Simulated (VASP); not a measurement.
# HgTe (F-43m) in VASP: a series of runs

Runs on HgTe. Level: PBE. Tasks: single point.

Program: VASP 6.6.1. These are calculated values, not measurements. Logs are shortened: lines on timing, memory, paths and dates and some standing lists are left out, and cuts for length are marked.

### Step 1. The cell of the first run

It takes space group F-43m (No. 216, cubic). The conventional cell has a = 6.524 Å, b = 6.524 Å, c = 6.524 Å, α = 90.00°, β = 90.00°, γ = 90.00°. Hg (site symmetry -43m) has 4 Te at 2.83 Å within 3.7 Å. Within 3.7 Å of Te (site symmetry -43m) lie 4 Hg at 2.83 Å.

### Step 2. Single point, PBE (34.71 Å³/atom)

INCAR reads:

```
SYSTEM = HgTe
PREC = Accurate ; ENCUT = 520
EDIFF = 1E-7 ; ISMEAR = 0
SIGMA = 0.05 ; LREAL = .False.
LASPH = .True. ; NELM = 80
ALGO = Normal ; ISIF = 2
LWAVE = .False. ; LCHARG = .True.
GGA = PE ; LELF = .True.
LVHAR = .True. ; NBANDS = 16
```

KPOINTS reads:

```
regular mesh
0
Gamma
  10 10 10
  0 0 0
```

POSCAR reads:

```
HgTe
1.0
    0.0000000000      3.2621203729      3.2621203729
    3.2621203729      0.0000000000      3.2621203729
    3.2621203729      3.2621203729      0.0000000000
Hg Te
1 1
Direct
    0.0000000000      0.0000000000      0.0000000000
    0.2500000000      0.2500000000      0.2500000000
```

Potentials or basis: VASP PAW PBE potentials, release 64 (Hg, Te).

Launch:

```bash
$ cat potpaw_PBE.64/Hg/POTCAR potpaw_PBE.64/Te/POTCAR > POTCAR
$ mpirun -np 1 vasp_std > vasp.out
```

OUTCAR:

```text
SYSTEM = HgTe
   PREC = Accurate
   ENCUT = 520
   EDIFF = 1E-7
   ISMEAR = 0
   LREAL = .False.
   LASPH = .True.
   NELM = 80
   ISIF = 2
   GGA = PE

 ion  position               nearest neighbor table
   1  0.000  0.000  0.000-   2 2.83   2 2.83   2 2.83   2 2.83
   2  0.250  0.250  0.250-   1 2.83   1 2.83   1 2.83   1 2.83

  LATTYP: Found a face centered cubic cell.
 ALAT       =     6.5242407458

  Lattice vectors:

 A1 = (   0.0000000000,   3.2621203729,   3.2621203729)
 A2 = (   3.2621203729,   0.0000000000,   3.2621203729)
 A3 = (   3.2621203729,   3.2621203729,   0.0000000000)

Analysis of symmetry for initial positions (statically):
=====================================================================
 Subroutine PRICEL returns:
 Original cell was already a primitive cell.

 Routine SETGRP: Setting up the symmetry group for a
 face centered cubic supercell.

 Subroutine GETGRP returns: Found 24 space group operations
 (whereof 24 operations were pure point group operations)
 out of a pool of 48 trial point group operations.

The static configuration has the point symmetry T_d .

Analysis of symmetry for dynamics (positions and initial velocities):
=====================================================================
 Subroutine PRICEL returns:
 Original cell was already a primitive cell.

 Routine SETGRP: Setting up the symmetry group for a
 face centered cubic supercell.

 Subroutine GETGRP returns: Found 24 space group operations
 (whereof 24 operations were pure point group operations)
 out of a pool of 48 trial point group operations.

The dynamic configuration has the point symmetry T_d .

 Subroutine INISYM returns: Found 24 space group operations
 (whereof 24 operations are pure point group operations),
 and found     1 'primitive' translations

----------------------------------------------------------------------------------------

                                     Primitive cell

  volume of cell :      69.4272

  direct lattice vectors                    reciprocal lattice vectors
     0.000000000  3.262120373  3.262120373    -0.153274540  0.153274540  0.153274540
     3.262120373  0.000000000  3.262120373     0.153274540 -0.153274540  0.153274540
     3.262120373  3.262120373  0.000000000     0.153274540  0.153274540 -0.153274540

  length of vectors
     4.613334873  4.613334873  4.613334873     0.265479291  0.265479291  0.265479291

  position of ions in fractional coordinates (direct lattice)
     0.000000000  0.000000000  0.000000000
     0.250000000  0.250000000  0.250000000

  ion indices of the primitive-cell ions
   primitive index   ion index
                 1           1
                 2           2

----------------------------------------------------------------------------------------

 KPOINTS: regular mesh

Automatic generation of k-mesh.
 Grid dimensions read from file:
 generate k-points for:   10   10   10

 Generating k-lattice:

  Cartesian coordinates                     Fractional coordinates (reciprocal lattice)
    -0.015327454  0.015327454  0.015327454     0.100000000  0.000000000  0.000000000
     0.015327454 -0.015327454  0.015327454     0.000000000  0.100000000  0.000000000
     0.015327454  0.015327454 -0.015327454     0.000000000  0.000000000  0.100000000

  Length of vectors
     0.026547929  0.026547929  0.026547929

  Shift w.r.t. Gamma in fractional coordinates (k-lattice)
     0.000000000  0.000000000  0.000000000

 Subroutine IBZKPT returns following result:
 ===========================================

 Found     47 irreducible k-points:

 Following reciprocal coordinates:
            Coordinates               Weight
  0.000000  0.000000  0.000000      1.000000
  0.100000  0.000000  0.000000      8.000000
  0.200000  0.000000  0.000000      8.000000
  0.300000  0.000000  0.000000      8.000000
  0.400000  0.000000  0.000000      8.000000
  0.500000  0.000000  0.000000      4.000000
[... 16 lines left out ...]
  0.300000  0.300000  0.000000      6.000000
  0.400000  0.300000  0.000000     24.000000
 [... further k-points ...]
   k-points           NKPTS =     47   k-points in BZ     NKDIM =     47   number of bands    NBANDS=     16
   number of dos      NEDOS =    301   number of ions     NIONS =      2
   total plane-waves  NPLWV =  46656
   dimension x,y,z NGX =    36 NGY =   36 NGZ =   36
   dimension x,y,z NGXF=    72 NGYF=   72 NGZF=   72
   ions per type =               1   1
   NGX,Y,Z   is equivalent  to a cutoff of  12.97, 12.97, 12.97 a.u.
   NGXF,Y,Z  is equivalent  to a cutoff of  25.95, 25.95, 25.95 a.u.
 SYSTEM =  HgTe
   PREC   = accura    normal or accurate (medium, high low for compatibility)
   ISTART =      0    job   : 0-new  1-cont  2-samecut
   ICHARG =      2    charge: 1-file 2-atom 10-const
   ISPIN  =      1    spin polarized calculation?
   LNONCOLLINEAR =      F non collinear calculations
   LSORBIT =      F    spin-orbit coupling
   LASPH  =      T    aspherical Exc in radial PAW
   ENCUT  =  520.0 eV  38.22 Ry    6.18 a.u.   8.58  8.58  8.58*2*pi/ulx,y,z
   NELM   =     80;   NELMIN=  2; NELMDL= -5     # of ELM steps
   EDIFF  = 0.1E-06   stopping-criterion for ELM
   LREAL  =      F    real-space projection
   EDIFFG = 0.1E-05   stopping-criterion for IOM
   NSW    =      0    number of steps for IOM
   IBRION =     -1    ionic relax: 0-MD 1-quasi-New 2-CG
   NFREE  =      0    steps in history (QN), initial steepest desc. (CG)
   ISIF   =      2    stress and relaxation
   ISYM   =      2    0-nonsym 1-usesym 2-fastsym
   POTIM  = 0.5000    time-step for ionic-motion
   TEBEG  =    0.0;   TEEND  =   0.0 temperature during run
   PSTRESS=    0.0 pullay stress
   NELECT =      18.0000    total number of electrons
   NUPDOWN=      -1.0000    fix difference up-down
   EMIN   =  10.00;   EMAX   =-10.00  energy-range for DOS
   EFERMI =   0.00;   METHOD = LEGACY
   ISMEAR =     0;   SIGMA  =   0.05  broadening in eV -4-tet -1-fermi 0-gaus
   EFERMI_NEDOS =   21; number of points for ismear=-14 and -15
   IALGO  =     38    algorithm
   IMIX   =      4    mixing-type and parameters
     AMIX     =   0.40;   BMIX     =  1.00
     AMIX_MAG =   1.60;   BMIX_MAG =  1.00
  volume/ion in A,a.u.               =      34.71       234.26
  Fermi-wavevector in a.u.,A,eV,Ry     =   1.043892  1.972670 14.826419  1.089711
  Thomas-Fermi vector in A             =   2.178621
   LORBIT       =      0    0 simple, 1 ext, 2 COOP (PROOUT), +10 PAW based schemes
   GGA     = PE    functional components
   LHFCALC =     F    Hartree Fock is set to
   AEXX    =    0.0000 exact exchange contribution
   IVDW    =     0    specifies the selected vdW correction
   LEPSILON=     F    determine dielectric tensor
   LRPA    =     F    only Hartree local field effects (RPA)
 non-spin polarized calculation
 Gauss-broadening in eV      SIGMA  =   0.05
  energy-cutoff  :      520.00
  volume of cell :       69.43
 maximum number of plane-waves:      1893
 NGX is ok and might be reduce to    36
   NGX = 17   NGY = 17   NGZ = 17

 number of electron      18.0000002 magnetization

 Free energy of the ion-electron system (eV)
  ---------------------------------------------------
  ext. energy  EPLUGINS =         0.00000000
  ---------------------------------------------------
  free energy    TOTEN  =        -3.62147699 eV

  energy without entropy =       -3.62139901  energy(sigma->0) =       -3.62143800

 E-fermi :   2.8210     XC(G=0):  -8.6168

 val. band max:        2.8056951883   @ k =   0.0000   0.0000   0.0000
 cond. band min:       3.3127580992   @ k =   0.1000   0.0000   0.0000
 fundamental gap:      0.5070629108
 Fermi energy:         2.8210405211

 k-point     1 :       0.0000    0.0000    0.0000
  band No.  band energies     occupation
      1      -8.9846      2.00000
      2      -4.3887      2.00000
      3      -4.3887      2.00000
      4      -4.3887      2.00000
      5      -3.8919      2.00000
      6      -3.8919      2.00000
[... 8 lines left out ...]
     15      12.3186      0.00000
     16      12.3186      0.00000

 k-point     2 :       0.1000    0.0000    0.0000
  band No.  band energies     occupation
      1      -8.9375      2.00000
      2      -4.3754      2.00000
      3      -4.3754      2.00000
      4      -4.3706      2.00000
      5      -3.8932      2.00000
      6      -3.8932      2.00000
[... 8 lines left out ...]
     15      11.6889      0.00000
     16      11.6889      0.00000

 k-point     3 :       0.2000    0.0000    0.0000
  band No.  band energies     occupation
      1      -8.8100      2.00000
      2      -4.3424      2.00000
      3      -4.3424      2.00000
      4      -4.2997      2.00000
      5      -3.8943      2.00000
      6      -3.8943      2.00000
[... 8 lines left out ...]
     15      11.3023      0.00000
     16      11.3023      0.00000

 k-point     4 :       0.3000    0.0000    0.0000
  band No.  band energies     occupation
      1      -8.6443      2.00000
      2      -4.3058      2.00000
      3      -4.3058      2.00000
      4      -4.1337      2.00000
      5      -3.8891      2.00000
      6      -3.8891      2.00000
[... 8 lines left out ...]
     15      11.4824      0.00000
     16      11.4824      0.00000

 k-point     5 :       0.4000    0.0000    0.0000
  band No.  band energies     occupation
      1      -8.5030      2.00000
      2      -4.2810      2.00000
      3      -4.2810      2.00000
      4      -3.8783      2.00000
      5      -3.8783      2.00000
      6      -3.8428      2.00000
[... 8 lines left out ...]
     15      12.1907      0.00000
     16      12.1907      0.00000

 k-point     6 :       0.5000    0.0000    0.0000
  band No.  band energies     occupation
      1      -8.4474      2.00000
      2      -4.2728      2.00000
      3      -4.2728      2.00000
      4      -3.8724      2.00000
      5      -3.8724      2.00000
      6      -3.6043      2.00000
[... 8 lines left out ...]
     15      12.8198      0.00000
     16      12.8198      0.00000

 k-point     7 :       0.1000    0.1000    0.0000
  band No.  band energies     occupation
      1      -8.9217      2.00000
      2      -4.3807      2.00000
      3      -4.3631      2.00000
      4      -4.3631      2.00000
      5      -3.9012      2.00000
      6      -3.8863      2.00000
[... 8 lines left out ...]
     15      10.9614      0.00000
     16      12.3699      0.00000

 k-point     8 :       0.2000    0.1000    0.0000
  band No.  band energies     occupation
      1      -8.8207      2.00000
      2      -4.3563      2.00000
      3      -4.3293      2.00000
      4      -4.3160      2.00000
      5      -3.9080      2.00000
      6      -3.8817      2.00000
[... 8 lines left out ...]
     15      11.1224      0.00000
     16      12.0260      0.00000

 k-point     9 :       0.3000    0.1000    0.0000
  band No.  band energies     occupation
      1      -8.6668      2.00000
      2      -4.3169      2.00000
      3      -4.2902      2.00000
      4      -4.1941      2.00000
      5      -3.9036      2.00000
      6      -3.8760      2.00000
[... 8 lines left out ...]
     15      11.4406      0.00000
     16      12.0192      0.00000
[... 172 lines left out ...]
 k-point    19 :       0.5000    0.2000    0.0000
  band No.  band energies     occupation
      1      -8.3856      2.00000
      2      -4.2476      2.00000
      3      -4.2028      2.00000
      4      -3.9643      2.00000
      5      -3.8652      2.00000
      6      -3.6276      2.00000
[... 8 lines left out ...]
     15      12.7349      0.00000
     16      12.9796      0.00000

 k-point    20 :      -0.4000    0.2000    0.0000
  band No.  band energies     occupation
      1      -8.3739      2.00000
      2      -4.2415      2.00000
      3      -4.2134      2.00000
      4      -3.9159      2.00000
      5      -3.8839      2.00000
      6      -3.5704      2.00000
[... 8 lines left out ...]
     15      11.9735      0.00000
     16      12.6837      0.00000

 k-point    21 :      -0.3000    0.2000    0.0000
  band No.  band energies     occupation
      1      -8.4523      2.00000
      2      -4.2468      2.00000
      3      -4.2442      2.00000
      4      -3.9492      2.00000
      5      -3.9043      2.00000
      6      -3.7913      2.00000
[... 8 lines left out ...]
     15      11.9510      0.00000
     16      13.0525      0.00000

 k-point    22 :      -0.2000    0.2000    0.0000
  band No.  band energies     occupation
      1      -8.5866      2.00000
      2      -4.2874      2.00000
      3      -4.2691      2.00000
      4      -4.1229      2.00000
      5      -3.9125      2.00000
      6      -3.8579      2.00000
[... 8 lines left out ...]
     15      12.2117      0.00000
     16      12.5009      0.00000

 k-point    23 :       0.3000    0.3000    0.0000
  band No.  band energies     occupation
      1      -8.5271      2.00000
      2      -4.2704      2.00000
      3      -4.1946      2.00000
      4      -4.1946      2.00000
      5      -3.8889      2.00000
      6      -3.8537      2.00000
[... 8 lines left out ...]
     15      12.7417      0.00000
     16      13.7567      0.00000

 k-point    24 :       0.4000    0.3000    0.0000
  band No.  band energies     occupation
      1      -8.4138      2.00000
      2      -4.2349      2.00000
      3      -4.1540      2.00000
      4      -4.1237      2.00000
      5      -3.8482      2.00000
      6      -3.7957      2.00000
[... 8 lines left out ...]
     15      13.0099      0.00000
     16      14.1901      0.00000

 [... further k-points ...]
[... 5 lines left out ...]
  --------------------------------------------------------------------------------------
  -------------------------------------------------------------------------------------
  Total        1.0166817      1.0166817      1.0166817      0.0000000      0.0000000      0.0000000
  in kB       23.4620326     23.4620326     23.4620326      0.0000000      0.0000000      0.0000000
  external PRESSURE =      23.4620326 kB  Pullay stress =       0.0000000 kB

 VOLUME and BASIS-vectors are now :
 -----------------------------------------------------------------------------
  energy-cutoff  :      520.00
  volume of cell :       69.43
      direct lattice vectors                 reciprocal lattice vectors
     0.000000000  3.262120373  3.262120373    -0.153274540  0.153274540  0.153274540
     3.262120373  0.000000000  3.262120373     0.153274540 -0.153274540  0.153274540
     3.262120373  3.262120373  0.000000000     0.153274540  0.153274540 -0.153274540

 POSITION                                       TOTAL-FORCE (eV/Angst)
 -----------------------------------------------------------------------------------
      0.00000      0.00000      0.00000         0.000000      0.000000      0.000000
      1.63106      1.63106      1.63106        -0.000000     -0.000000     -0.000000
 -----------------------------------------------------------------------------------
    total drift:                               -0.000000     -0.000000     -0.000000

  FREE ENERGIE OF THE ION-ELECTRON SYSTEM (eV)
  ---------------------------------------------------
  free  energy   TOTEN  =        -3.6214769871 eV

  energy  without entropy=       -3.6213990062  energy(sigma->0) =       -3.62143800
```

Run time: 82 s. Hardware: 1 thread of Intel Xeon 8259CL, shared host; peak memory 0.23 GiB.

What came out:

* Free energy: -3.6215 eV
* Pressure: 2.3 GPa
* Band gap on the k mesh: zero (filled and empty bands touch)

Levels at points of the mesh, in eV from the Fermi level:
| k point | band 7 | band 8 | band 9 | band 10 | band 11 | band 12 |
| --- | --- | --- | --- | --- | --- | --- |
| (0.00, 0.00, 0.00) | -0.81 | -0.02 | -0.02 | -0.02 | 4.26 | 4.26 |
| (0.50, 0.00, 0.00) | -5.32 | -0.95 | -0.95 | 0.69 | 5.04 | 5.04 |
| (0.50, 0.50, 0.00) | -5.30 | -2.17 | -2.17 | 1.89 | 2.55 | 8.10 |

Caveat: semilocal functionals underestimate gaps, and a narrow one can read as zero; spin-orbit coupling is left out, which moves the levels of the heavy elements.

(Continued in part 2 of 2.)

The gap in the log of VASP goes by the Fermi energy; the results here count the filled bands.